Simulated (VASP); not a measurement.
## AlN: single point with PBE

The system is AlN.

```
Al N
1.0
     0.03938    1.96990    1.96990
     1.96990    0.03938    1.96990
     1.96990    1.96990    0.03938
Al N
1 1
Direct
  0.50000 0.50000 0.50000
  0.00000 0.00000 0.00000
```

```yaml
Program: VASP 6.6.1
Task: single point
Functional: PBE
Potentials_or_basis: VASP PAW PBE potentials, release 64 (Al, N)
Cutoff: 520 eV
k_mesh: 10 × 10 × 10
Occupations: gaussian, width 0.05 eV
Spin: no spin polarisation
```

```json
{
 "Pressure": "41.4 GPa",
 "Band gap on the k mesh": "4.78 eV, indirect (least direct gap 7.09 eV)"
}
```

Stress tensor (GPa, compression positive):
```
41.42 -7.56 -7.56
-7.56 41.42 -7.56
-7.56 -7.56 41.42
```

Levels at points of the mesh, in eV from the valence-band top:
```
           k point  band 1  band 2  band 3  band 4  band 5  band 6  band 7  band 8
(0.00, 0.00, 0.00)  -18.74   -0.47    0.00    0.00    7.09   11.78   12.68   12.68
(0.50, 0.00, 0.00)  -14.96   -9.11   -1.68   -1.37    6.50   11.42   11.78   14.84
(0.50, 0.50, 0.00)  -13.89   -8.29   -3.47   -3.01    4.78    5.70   15.20   18.83
(0.50, 0.50, 0.50)  -15.21   -9.41   -1.21   -1.21    7.14   12.26   12.26   14.40
```

It took 33 s on 1 thread of Intel Xeon 8259CL (shared host), peak memory 0.15 GiB.

A k mesh can miss the band edges. As with any semilocal functional, this PBE gap is likely too small.
